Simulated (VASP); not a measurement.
Here is a VASP 6.6.1 calculation.

File INCAR:

```
PREC = Accurate
ENCUT = 520
EDIFF = 1E-6
ISMEAR = 0
SIGMA = 0.05
LREAL = F
LASPH = T
NELM = 150
ALGO = Normal
ISIF = 2
LWAVE = F
LCHARG = T
ISPIN = 2
MAGMOM = 0.13 0
LORBIT = 11
LMAXMIX = 4
GGA = PE
LELF = T
LVHAR = T
NBANDS = 20
```

File KPOINTS:

```
regular mesh
0
Gamma
  10 10 10
```

POSCAR

```
TaTe
1.0
    0.0000000000      2.8194677569      2.8194677569
    2.8479472292     -0.0284794723      2.8479472292
    2.8479472292      2.8479472292     -0.0284794723
Ta Te
1 1
Direct
    0.5000000000      0.5000000000      0.5000000000
    0.0000000000      0.0000000000      0.0000000000
```

Potentials or basis: VASP PAW PBE potentials, release 64 (Ta_pv, Te).

Run with:

```console
$ cat potpaw_PBE.64/Ta_pv/POTCAR potpaw_PBE.64/Te/POTCAR > POTCAR
$ mpirun -np 1 vasp_std > vasp.out
```

(1) What does it give for the pressure?

(2) Estimate the site moments.

Results:

(1) 0.0 GPa.

(2) Ta +0.12; Te +0.00 μB.

Caveat: a moment this small can come from the mesh or the smearing.
